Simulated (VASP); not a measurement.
A run of VASP 6.6.1 is set up as follows.

The input POSCAR:

```
GaN
1.0
    0.0000000000      2.2535006075      2.2535006075
    2.2535006075      0.0000000000      2.2535006075
    2.2535006075      2.2535006075      0.0000000000
Ga N
1 1
Direct
    0.0000000000      0.0000000000      0.0000000000
    0.7500000000      0.7500000000      0.7029327763
```

Contents of INCAR.step1:

```
SYSTEM = GaN
  ALGO = Normal
  EDIFF = 1E-4
  ENCUT = 520
  GGA = PE
  ISMEAR = 0
  LASPH = .TRUE.
  LCHARG = .FALSE.
  LREAL = .FALSE.
  LWAVE = .TRUE.
  NBANDS = 16
  NELM = 100
  PREC = Accurate
  SIGMA = 0.05
```

INCAR.step2

```
SYSTEM = GaN
  ALGO = Normal
  EDIFF = 1E-7
  ENCUT = 520
  ISIF = 2
  ISMEAR = 0
  ISTART = 1
  LASPH = .TRUE.
  LCHARG = .FALSE.
  LMIXTAU = .TRUE.
  LREAL = .FALSE.
  LWAVE = .FALSE.
  METAGGA = R2SCAN
  NBANDS = 16
  NELM = 100
  PREC = Accurate
  SIGMA = 0.05
```

KPOINTS

```
k-points
0
G
  10 10 10
  0 0 0
```

Potentials or basis: VASP PAW PBE potentials, release 64 (Ga_d, N).

The run is started by

```bash
$ cat potpaw_PBE.64/Ga_d/POTCAR potpaw_PBE.64/N/POTCAR > POTCAR
$ cp INCAR.step1 INCAR
$ mpirun -np 1 vasp_std > vasp.out
$ cp INCAR.step2 INCAR
$ mpirun -np 1 vasp_std > vasp.out
```

Task: Predict the pressure.

Result: 2.2 GPa.

Task: Predict the largest force.

Result: 2.088 eV/Å.

Task: Estimate the band gap on the k mesh.

Result: 1.90 eV, direct.

Forces on the atoms (eV/Å):
```
Ga  -1.408 -1.408  0.630
N    1.408  1.408 -0.630
```

Caveat: the cell differs from its parent crystal (all N atoms moved -0.150 Å, as atom 2 along Cartesian [1 1 0]); the PAW data sets were made with another functional, which shifts forces and pressure a little.
